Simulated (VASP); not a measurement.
RbCl:

```
Rb Cl
1.0
     0.00000    3.30581    3.30581
     3.30581    0.00000    3.30581
     3.30581    3.30581    0.00000
Rb Cl
1 1
Cartesian
  0.0000 0.0000 0.0000
  3.3058 3.3058 3.3058
```

Base run:

* Program: VASP 6.6.1
* Functional: PBE
* Potentials or basis: VASP PAW PBE potentials, release 64 (Rb_sv, Cl)
* Cutoff: 500 eV
* k mesh: 6 × 6 × 6
* Occupations: gaussian, width 0.01 eV
* Spin: no spin polarisation

Its results: band gap on the k mesh 4.95 eV, direct; pressure 0.6 GPa.

Task: The run is repeated on the same cell with these changes: functional from PBE to r2SCAN; cutoff from 500 eV to 550 eV. What comes out?

Result: Band gap on the k mesh 5.56 eV, direct; pressure 0.0 GPa.

r2SCAN gives the wider gap, since meta-GGAs in the generalised Kohn-Sham scheme recover part of the derivative discontinuity.

Caveats: the PAW data sets were made with another functional, which shifts forces and pressure a little (some runs).

